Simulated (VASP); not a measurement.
# SiC (Moissanite 6H) (P6_3mc) in VASP: notebook

Aim: see how the results for SiC (Moissanite 6H) move with the level of theory and the settings. Levels: RPBE+D3(BJ), PBE exchange alone. Tasks: single point.

Program: VASP 6.6.1. These are calculated values, not measurements. Logs are shortened: lines on timing, memory, paths and dates and some standing lists are left out, and cuts for length are marked.

### Step 1. The cell of the first run

Symmetry: P6_3mc, No. 186, hexagonal system. The conventional cell has a = 3.115 Å, b = 3.115 Å, c = 15.270 Å, α = 90.00°, β = 90.00°, γ = 120.00°. Within 2.5 Å of Si (site symmetry 3m) lie 4 C at 1.91 Å. Si (site symmetry 3m) has 4 C at 1.91 Å within 2.5 Å. Within 2.5 Å of Si (site symmetry 3m) lie 4 C at 1.91 Å. C (site symmetry 3m) has 4 Si at 1.91 Å within 2.5 Å. C (site symmetry 3m) has 4 Si at 1.91 Å within 2.5 Å. C (site symmetry 3m) has 4 Si at 1.91 Å within 2.5 Å.

### Step 2. Single point, RPBE+D3(BJ)

INCAR reads:

```
PREC = Accurate
ENCUT = 520
EDIFF = 1E-6
ISMEAR = -1
SIGMA = 0.05
LREAL = False
LASPH = True
NELM = 80
ALGO = Normal
ISIF = 2
LWAVE = False
LCHARG = False
GGA = RP
IVDW = 12
NBANDS = 36
```

KPOINTS reads:

```
regular mesh
0
Gamma
  10 10 2
```

POSCAR reads:

```
SiC
1.0
    3.1154972861      0.0000000000      0.0000000000
   -1.5577486430      2.6980997952      0.0000000000
    0.0000000000      0.0000000000     15.2704665040
Si C
6 6
Direct
    0.6666666667      0.3333333333      0.4583000000
    0.3333333333      0.6666666667      0.9583000000
    0.6666666667      0.3333333333      0.7917000000
    0.3333333333      0.6666666667      0.2917000000
    0.0000000000      0.0000000000      0.6250000000
    0.0000000000      0.0000000000      0.1250000000
    0.6666666667      0.3333333333      0.3333000000
    0.3333333333      0.6666666667      0.8333000000
    0.6666666667      0.3333333333      0.6667000000
    0.3333333333      0.6666666667      0.1667000000
    0.0000000000      0.0000000000      0.5000000000
    0.0000000000      0.0000000000      0.0000000000
```

Potentials or basis: VASP PAW PBE potentials, release 64 (Si, C).

Run with:

```sh
cat potpaw_PBE.64/Si/POTCAR potpaw_PBE.64/C/POTCAR > POTCAR
mpirun -np 1 vasp_std > vasp.out
```

OUTCAR:

```text
PREC = Accurate
   ENCUT = 520
   EDIFF = 1E-6
   ISMEAR = -1
   LREAL = False
   LASPH = True
   NELM = 80
   ISIF = 2
   GGA = RP
   IVDW = 12
 IVDW          = 12

 ion  position               nearest neighbor table
   1  0.667  0.333  0.458-  11 1.91  11 1.91  11 1.91   7 1.91   4 3.12   4 3.12   4 3.12   5 3.12
                             5 3.12   5 3.12
   2  0.333  0.667  0.958-  12 1.91  12 1.91  12 1.91   8 1.91   3 3.12   3 3.12   3 3.12   6 3.12
                             6 3.12   6 3.12
   3  0.667  0.333  0.792-   8 1.91   8 1.91   8 1.91   9 1.91   2 3.12   2 3.12   2 3.12   5 3.12
                             5 3.12   5 3.12
   4  0.333  0.667  0.292-   7 1.91   7 1.91   7 1.91  10 1.91   1 3.12   1 3.12   1 3.12   6 3.12
                             6 3.12   6 3.12
   5  0.000  0.000  0.625-   9 1.91   9 1.91   9 1.91  11 1.91   3 3.12   1 3.12   3 3.12   1 3.12
                             1 3.12   3 3.12
   6  0.000  0.000  0.125-  10 1.91  10 1.91  10 1.91  12 1.91   4 3.12   2 3.12   2 3.12   4 3.12
                             4 3.12   2 3.12
   7  0.667  0.333  0.333-   4 1.91   4 1.91   4 1.91   1 1.91
   8  0.333  0.667  0.833-   3 1.91   3 1.91   3 1.91   2 1.91
   9  0.667  0.333  0.667-   5 1.91   5 1.91   5 1.91   3 1.91
  10  0.333  0.667  0.167-   6 1.91   6 1.91   6 1.91   4 1.91
  11  0.000  0.000  0.500-   1 1.91   1 1.91   1 1.91   5 1.91
  12  0.000  0.000  0.000-   2 1.91   2 1.91   2 1.91   6 1.91

  LATTYP: Found a hexagonal cell.
 ALAT       =     3.1154972861
 C/A-ratio  =     4.9014539580

  Lattice vectors:

 A1 = (   3.1154972861,   0.0000000000,   0.0000000000)
 A2 = (  -1.5577486430,   2.6980997952,   0.0000000000)
 A3 = (   0.0000000000,   0.0000000000,  15.2704665040)

Analysis of symmetry for initial positions (statically):
=====================================================================
 Subroutine PRICEL returns:
 Original cell was already a primitive cell.

 Routine SETGRP: Setting up the symmetry group for a
 hexagonal supercell.

 Subroutine GETGRP returns: Found 12 space group operations
 (whereof  6 operations were pure point group operations)
 out of a pool of 24 trial point group operations.

The static configuration has the point symmetry C_3v.
 The point group associated with its full space group is C_6v.

Analysis of symmetry for dynamics (positions and initial velocities):
=====================================================================
 Subroutine PRICEL returns:
 Original cell was already a primitive cell.

 Routine SETGRP: Setting up the symmetry group for a
 hexagonal supercell.

 Subroutine GETGRP returns: Found 12 space group operations
 (whereof  6 operations were pure point group operations)
 out of a pool of 24 trial point group operations.

The dynamic configuration has the point symmetry C_3v.
 The point group associated with its full space group is C_6v.

 Subroutine INISYM returns: Found 12 space group operations
 (whereof  6 operations are pure point group operations),
 and found     1 'primitive' translations

----------------------------------------------------------------------------------------

                                     Primitive cell

  volume of cell :     128.3624

  direct lattice vectors                    reciprocal lattice vectors
     3.115497286  0.000000000  0.000000000     0.320976046  0.185315607  0.000000000
    -1.557748643  2.698099795  0.000000000     0.000000000  0.370631213  0.000000000
     0.000000000  0.000000000 15.270466504     0.000000000  0.000000000  0.065485884

  length of vectors
     3.115497286  3.115497286 15.270466504     0.370631213  0.370631213  0.065485884

  position of ions in fractional coordinates (direct lattice)
     0.666666667  0.333333333  0.458300000
     0.333333333  0.666666667  0.958300000
     0.666666667  0.333333333  0.791700000
     0.333333333  0.666666667  0.291700000
     0.000000000  0.000000000  0.625000000
     0.000000000  0.000000000  0.125000000
     0.666666667  0.333333333  0.333300000
     0.333333333  0.666666667  0.833300000
     0.666666667  0.333333333  0.666700000
     0.333333333  0.666666667  0.166700000
     0.000000000  0.000000000  0.500000000
     0.000000000  0.000000000  0.000000000

  ion indices of the primitive-cell ions
   primitive index   ion index
                 1           1
                 2           2
                 3           3
                 4           4
                 5           5
                 6           6
                 7           7
                 8           8
                 9           9
                10          10
                11          11
                12          12

----------------------------------------------------------------------------------------

 KPOINTS: regular mesh

Automatic generation of k-mesh.
 Grid dimensions read from file:
 generate k-points for:   10   10    2

 Generating k-lattice:

  Cartesian coordinates                     Fractional coordinates (reciprocal lattice)
     0.032097605  0.018531561  0.000000000     0.100000000  0.000000000  0.000000000
     0.000000000  0.037063121  0.000000000     0.000000000  0.100000000  0.000000000
     0.000000000  0.000000000  0.032742942     0.000000000  0.000000000  0.500000000

  Length of vectors
     0.037063121  0.037063121  0.032742942

  Shift w.r.t. Gamma in fractional coordinates (k-lattice)
     0.000000000  0.000000000  0.000000000

 Subroutine IBZKPT returns following result:
 ===========================================

 Found     28 irreducible k-points:

 Following reciprocal coordinates:
            Coordinates               Weight
  0.000000  0.000000  0.000000      1.000000
  0.100000  0.000000  0.000000      6.000000
  0.200000  0.000000  0.000000      6.000000
  0.300000  0.000000  0.000000      6.000000
  0.400000  0.000000  0.000000      6.000000
  0.500000  0.000000  0.000000      3.000000
[... 16 lines left out ...]
  0.300000  0.100000  0.500000     12.000000
  0.400000  0.100000  0.500000     12.000000
 [... further k-points ...]
   k-points           NKPTS =     28   k-points in BZ     NKDIM =     28   number of bands    NBANDS=     36
   number of dos      NEDOS =    301   number of ions     NIONS =     12
   total plane-waves  NPLWV =  69120
   dimension x,y,z NGX =    24 NGY =   24 NGZ =  120
   dimension x,y,z NGXF=    48 NGYF=   48 NGZF=  240
   ions per type =               6   6
   NGX,Y,Z   is equivalent  to a cutoff of  12.81, 12.81, 13.06 a.u.
   NGXF,Y,Z  is equivalent  to a cutoff of  25.61, 25.61, 26.13 a.u.
 SYSTEM =  unknown system
   PREC   = accura    normal or accurate (medium, high low for compatibility)
   ISTART =      0    job   : 0-new  1-cont  2-samecut
   ICHARG =      2    charge: 1-file 2-atom 10-const
   ISPIN  =      1    spin polarized calculation?
   LNONCOLLINEAR =      F non collinear calculations
   LSORBIT =      F    spin-orbit coupling
   LASPH  =      T    aspherical Exc in radial PAW
   ENCUT  =  520.0 eV  38.22 Ry    6.18 a.u.   5.79  5.79 28.39*2*pi/ulx,y,z
   NELM   =     80;   NELMIN=  2; NELMDL= -5     # of ELM steps
   EDIFF  = 0.1E-05   stopping-criterion for ELM
   LREAL  =      F    real-space projection
   EDIFFG = 0.1E-04   stopping-criterion for IOM
   NSW    =      0    number of steps for IOM
   IBRION =     -1    ionic relax: 0-MD 1-quasi-New 2-CG
   NFREE  =      0    steps in history (QN), initial steepest desc. (CG)
   ISIF   =      2    stress and relaxation
   ISYM   =      2    0-nonsym 1-usesym 2-fastsym
   POTIM  = 0.5000    time-step for ionic-motion
   TEBEG  =    0.0;   TEEND  =   0.0 temperature during run
   PSTRESS=    0.0 pullay stress
   NELECT =      48.0000    total number of electrons
   NUPDOWN=      -1.0000    fix difference up-down
   EMIN   =  10.00;   EMAX   =-10.00  energy-range for DOS
   EFERMI =   0.00;   METHOD = LEGACY
   ISMEAR =    -1;   SIGMA  =   0.05  broadening in eV -4-tet -1-fermi 0-gaus
   EFERMI_NEDOS =   21; number of points for ismear=-14 and -15
   IALGO  =     38    algorithm
   IMIX   =      4    mixing-type and parameters
     AMIX     =   0.40;   BMIX     =  1.00
     AMIX_MAG =   1.60;   BMIX_MAG =  1.00
  volume/ion in A,a.u.               =      10.70        72.19
  Fermi-wavevector in a.u.,A,eV,Ry     =   1.179440  2.228819 18.926789  1.391080
  Thomas-Fermi vector in A             =   2.315751
   LORBIT       =      0    0 simple, 1 ext, 2 COOP (PROOUT), +10 PAW based schemes
   GGA     = RP    functional components
   LHFCALC =     F    Hartree Fock is set to
   AEXX    =    0.0000 exact exchange contribution
   IVDW    =    12    specifies the selected vdW correction
   LEPSILON=     F    determine dielectric tensor
   LRPA    =     F    only Hartree local field effects (RPA)
 non-spin polarized calculation
  energy-cutoff  :      520.00
  volume of cell :      128.36
 maximum number of plane-waves:      3478
 NGX is ok and might be reduce to    24
   NGX = 11   NGY = 11   NGZ = 57

 number of electron      48.0000002 magnetization

 Free energy of the ion-electron system (eV)
  ---------------------------------------------------
  ext. energy  EPLUGINS =         0.00000000
  ---------------------------------------------------
  free energy    TOTEN  =       -85.95116180 eV

  energy without entropy =      -85.95116180  energy(sigma->0) =      -85.95116180

 E-fermi :   8.8749     XC(G=0): -11.1403

 val. band max:        7.8738736480   @ k =   0.0000   0.0000   0.0000
 cond. band min:       9.9146773821   @ k =   0.5000   0.0000   0.0000
 fundamental gap:      2.0408037341
 Fermi energy:         8.8748924136

 k-point     1 :       0.0000    0.0000    0.0000
  band No.  band energies     occupation
      1      -7.3437      2.00000
      2      -6.8408      2.00000
      3      -6.7964      2.00000
      4      -5.3544      2.00000
      5      -5.3218      2.00000
      6      -3.9090      2.00000
[... 28 lines left out ...]
     35      15.0689      0.00000
     36      15.1582      0.00000
[... 866 lines left out ...]
      6      -2.6381      2.00000
[... 28 lines left out ...]
     35      15.2573      0.00000
     36      15.2573      0.00000

 [... further k-points ...]

------------------------ aborting loop because EDIFF is reached ----------------------------------------

 Edisp (eV)  -13.04132

 E8    (eV) :    -7.2612

  FORCE on cell =-STRESS in cart. coord.  units (eV):
  Direction    XX          YY          ZZ          XY          YZ          ZX
  --------------------------------------------------------------------------------------
  -------------------------------------------------------------------------------------
  Total     -17.67457   -17.67457   -17.17418    -0.00000     0.00000    -0.00000
  in kB    -220.60830  -220.60830  -214.36258    -0.00000     0.00000    -0.00000
  external pressure =     -218.53 kB  Pullay stress =        0.00 kB

 VOLUME and BASIS-vectors are now :
 -----------------------------------------------------------------------------
  energy-cutoff  :      520.00
  volume of cell :      128.36
      direct lattice vectors                 reciprocal lattice vectors
     3.115497286  0.000000000  0.000000000     0.320976046  0.185315607  0.000000000
    -1.557748643  2.698099795  0.000000000     0.000000000  0.370631213  0.000000000
     0.000000000  0.000000000 15.270466504     0.000000000  0.000000000  0.065485884

 POSITION                                       TOTAL-FORCE (eV/Angst)
 -----------------------------------------------------------------------------------
      1.55775      0.89937      6.99845        -0.000000      0.000000      0.062106
     -0.00000      1.79873     14.63369         0.000000     -0.000000      0.062106
      1.55775      0.89937     12.08963        -0.000000      0.000000      0.024750
     -0.00000      1.79873      4.45440         0.000000      0.000000      0.024750
      0.00000      0.00000      9.54404         0.000000      0.000000      0.040560
      0.00000      0.00000      1.90881        -0.000000     -0.000000      0.040560
      1.55775      0.89937      5.08965        -0.000000      0.000000     -0.014933
     -0.00000      1.79873     12.72488        -0.000000      0.000000     -0.014933
      1.55775      0.89937     10.18082        -0.000000      0.000000      0.024902
     -0.00000      1.79873      2.54559         0.000000     -0.000000      0.024902
      0.00000      0.00000      7.63523         0.000000     -0.000000     -0.137385
      0.00000      0.00000      0.00000        -0.000000      0.000000     -0.137385
 -----------------------------------------------------------------------------------
    total drift:                               -0.000000     -0.000000     -0.000369

  FREE ENERGIE OF THE ION-ELECTRON SYSTEM (eV)
  ---------------------------------------------------
  free  energy   TOTEN  =       -98.9924866082 eV

  energy  without entropy=      -98.9924866081  energy(sigma->0) =      -98.99248661
```

It took 72 s on 1 thread of AMD EPYC 9R45 (Zen 5), shared host; peak memory 0.26 GiB.

Results:

```
Free energy                : -98.9925 eV
Pressure                   : -21.9 GPa
Largest force              : 0.137 eV/Å
Band gap on the k mesh     : 2.04 eV, indirect (least direct gap 3.12 eV)
Dispersion energy per atom : -1.087 eV
```

Forces in eV/Å, atoms in the order of the input:
```
Si   0.000  0.000  0.062
Si   0.000  0.000  0.062
Si   0.000  0.000  0.025
Si   0.000  0.000  0.025
Si   0.000  0.000  0.041
Si   0.000  0.000  0.041
C    0.000  0.000 -0.015
C    0.000  0.000 -0.015
C    0.000  0.000  0.025
C    0.000  0.000  0.025
C    0.000  0.000 -0.137
C    0.000  0.000 -0.137
```

Stress tensor (GPa, compression positive):
```
-22.06   0.00   0.00
  0.00 -22.06   0.00
  0.00   0.00 -21.44
```

Caveat: the PAW data sets were made with another functional, which shifts forces and pressure a little. A k mesh can miss the band edges.

### Step 3. Single point, PBE exchange alone

INCAR reads:

```
AGGAC    = 0.0          
ALDAC    = 0.0          
ALGO     = Normal         # electronic algorithm
EDIFF    = 1E-6           # SCF threshold, eV
ENCUT    = 520            # plane-wave cutoff, eV
GGA      = PE             # functional
ISIF     = 2              # what is computed and relaxed
ISMEAR   = -1             # smearing method
LASPH    = T              # aspherical terms in the spheres
LCHARG   = T              # write CHGCAR
LELF     = T              # ELF
LREAL    = F              # projectors in reciprocal space
LVHAR    = T            
LWAVE    = F              # write WAVECAR
NBANDS   = 36             # bands
NELM     = 60             # most SCF steps
PREC     = Accurate       # precision mode
SIGMA    = 0.05           # smearing width, eV
```

KPOINTS reads:

```
k-points
0
Gamma
  10 10 2
```

POSCAR is that of step 2.

Potentials or basis: VASP PAW PBE potentials, release 64 (Si, C).

Run with:

```sh
cat potpaw_PBE.64/Si/POTCAR potpaw_PBE.64/C/POTCAR > POTCAR
mpirun -np 1 vasp_std > vasp.out
```

It took 75 s on 1 thread of AMD EPYC 9R45 (Zen 5), shared host; peak memory 0.25 GiB.

The run converged. Its results:

- Free energy: -70.1367 eV
- Pressure: 12.4 GPa
- Largest force: 0.137 eV/Å
- Band gap on the k mesh: 2.33 eV, indirect (least direct gap 3.41 eV)

Forces on the atoms (eV/Å):
```
Si   0.000  0.000  0.035
Si   0.000  0.000  0.035
Si   0.000  0.000  0.019
Si   0.000  0.000  0.019
Si   0.000  0.000  0.047
Si   0.000  0.000  0.047
C    0.000  0.000 -0.011
C    0.000  0.000 -0.011
C    0.000  0.000  0.048
C    0.000  0.000  0.048
C    0.000  0.000 -0.137
C    0.000  0.000 -0.137
```

Stress tensor (GPa, compression positive):
```
12.11  0.00  0.00
 0.00 12.11  0.00
 0.00  0.00 13.01
```

Levels at points of the mesh, in eV from the valence-band top:
```tsv
k point	band 22	band 23	band 24	band 25	band 26	band 27
(0.00, 0.00, 0.00)	-0.04	0.00	0.00	5.04	5.22	5.61
(0.50, 0.00, 0.00)	-1.73	-1.60	-1.08	2.33	2.50	3.43
(0.00, 0.00, 0.50)	-0.09	-0.09	-0.09	5.11	5.11	5.84
(0.50, 0.00, 0.50)	-1.67	-1.28	-1.28	2.37	2.37	3.65
```

### Step 4. Single point, RPBE+D3(BJ)

This run uses another cell than the first one, of 10.91 Å³/atom, 1.020 times its volume.

INCAR reads:

```
SYSTEM = SiC
PREC = Accurate
ENCUT = 520
EDIFF = 1E-6
ISMEAR = -1
SIGMA = 0.05
LREAL = .False.
LASPH = .True.
NELM = 80
ALGO = Normal
ISIF = 2
LWAVE = .False.
LCHARG = .False.
GGA = RP
IVDW = 12
NBANDS = 36
```

KPOINTS reads:

```
Automatic mesh
0
Gamma
  10 10 2
  0 0 0
```

Edit POSCAR of step 3 so:

```diff
@@ -2,5 +2,5 @@
 1.0
-    3.1154972861      0.0000000000      0.0000000000
-   -1.5577486430      2.6980997952      0.0000000000
-    0.0000000000      0.0000000000     15.2704665040
+    3.1357283548      0.0000000000      0.0000000000
+   -1.5678641774      2.7156204146      0.0000000000
+    0.0000000000      0.0000000000     15.3696281560
 Si C
```

Run with:

```sh
cat potpaw_PBE.64/Si/POTCAR potpaw_PBE.64/C/POTCAR > POTCAR
mpirun -np 1 vasp_std > vasp.out
```

Run time: 82 s. Hardware: 1 thread of AMD EPYC 9R45 (Zen 5), shared host; peak memory 0.25 GiB.

Results (log left out):

| Item | Value |
| --- | --- |
| Free energy | -98.6267 eV |
| Pressure | -24.8 GPa |
| Largest force | 0.134 eV/Å |
| Band gap on the k mesh | 2.05 eV, indirect (least direct gap 3.12 eV) |
| Dispersion energy per atom | -1.060 eV |

Forces in eV/Å, atoms in the order of the input:
```
Si   0.000  0.000  0.060
Si   0.000  0.000  0.060
Si   0.000  0.000  0.023
Si   0.000  0.000  0.023
Si   0.000  0.000  0.041
Si   0.000  0.000  0.041
C    0.000  0.000 -0.014
C    0.000  0.000 -0.014
C    0.000  0.000  0.024
C    0.000  0.000  0.024
C    0.000  0.000 -0.134
C    0.000  0.000 -0.134
```

Stress tensor (GPa, compression positive):
```
-24.97   0.00   0.00
  0.00 -24.97   0.00
  0.00   0.00 -24.36
```

Levels at points of the mesh, in eV from the valence-band top:
| k point | band 21 | band 22 | band 23 | band 24 | band 25 | band 26 | band 27 | band 28 |
| --- | --- | --- | --- | --- | --- | --- | --- | --- |
| (0.00, 0.00, 0.00) | -0.29 | -0.04 | 0.00 | 0.00 | 4.75 | 4.92 | 5.31 | 5.72 |
| (0.50, 0.00, 0.00) | -1.76 | -1.73 | -1.62 | -1.08 | 2.05 | 2.21 | 3.15 | 3.81 |
| (0.00, 0.00, 0.50) | -0.09 | -0.09 | -0.09 | -0.09 | 4.81 | 4.81 | 5.54 | 5.54 |
| (0.50, 0.00, 0.50) | -1.68 | -1.68 | -1.27 | -1.27 | 2.08 | 2.08 | 3.38 | 3.38 |

Caveat: the PAW data sets were made with another functional, which shifts forces and pressure a little. A k mesh can miss the band edges.

### Step 5. The runs side by side

| level | cell | gap on the mesh (eV) | pressure (GPa) | largest force (eV/Å) |
| --- | --- | --- | --- | --- |
| RPBE+D3(BJ) | a = 3.115, b = 3.115, c = 15.270 Å, angles 90.0, 90.0, 120.0°, 12 atoms | 2.04 | -21.9 | 0.14 |
| PBE exchange alone | a = 3.115, b = 3.115, c = 15.270 Å, angles 90.0, 90.0, 120.0°, 12 atoms | 2.33 | 12.4 | 0.14 |
| RPBE+D3(BJ) | a = 3.136, b = 3.136, c = 15.370 Å, angles 90.0, 90.0, 120.0°, 12 atoms | 2.05 | -24.8 | 0.13 |

Alike in all rows: task single point; potentials or basis VASP PAW PBE potentials, release 64 (Si, C); no spin polarisation; k mesh 10 × 10 × 2; cutoff (eV) 520; smearing fermi-dirac 0.05 eV.

Caveats: the PAW data sets were made with another functional, which shifts forces and pressure a little (some runs).

Absolute energies hang on the potentials; compare differences alone.
